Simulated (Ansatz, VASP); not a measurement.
# Two plane-wave programs on Mo

INCAR

```
SYSTEM = Mo
ALGO = Normal
EDIFF = 1E-6
ENCUT = 520
GGA = PS
ISIF = 2
ISMEAR = -1
LASPH = .True.
LCHARG = .False.
LREAL = .False.
LWAVE = .False.
NBANDS = 13
NELM = 60
PREC = Accurate
SIGMA = 0.03
```

Contents of KPOINTS:

```
k-points
0
Gamma
  36 36 36
  0 0 0
```

POSCAR

```
Mo
1.0
   -1.5647896150      1.5647896150      1.5647896150
    1.5647896150     -1.5647896150      1.5647896150
    1.5647896150      1.5647896150     -1.5647896150
Mo
1
Direct
    0.0000000000      0.0000000000      0.0000000000
```

Input for Ansatz:

```yaml
crystal:
  lattice:
    - [-1.564789615, 1.564789615, 1.564789615]
    - [1.564789615, -1.564789615, 1.564789615]
    - [1.564789615, 1.564789615, -1.564789615]
  atoms:
    - { symbol: Mo, position: [0.0, 0.0, 0.0] }
kpoints:
  mp_grid: { grid: [36, 36, 36] }
scf:
  occupations: { method: fermi_dirac, width: 0.03 }
hamiltonian:
  xc: pbesol
  pseudopotentials: { kind: paw, azcp: { folder: soft_1 } }
output:
  forces: true
  stress: true
  populations: false
```

Alike in both runs: task single point; functional PBEsol; k mesh 36 × 36 × 36; occupations fermi-dirac, width 0.03 eV; no spin polarisation.

```csv
,VASP,Ansatz
version,VASP 6.6.1,Ansatz 0.2.0
potentials or method,"VASP PAW PBE potentials, release 64 (Mo_sv)","plane-wave PAW, scalar-relativistic"
plane-wave cutoff (eV),520,420
valence electrons in the cell,14,14
```

|  | VASP | Ansatz | Ansatz less VASP |
| --- | --- | --- | --- |
| pressure (GPa) | 0.6 | 0.0 | -0.52 |

VASP's potentials were made for PBE, not for PBEsol, and Ansatz warns of the same on its side. With one functional, cell and mesh, what is left measures potentials, basis and numerics.
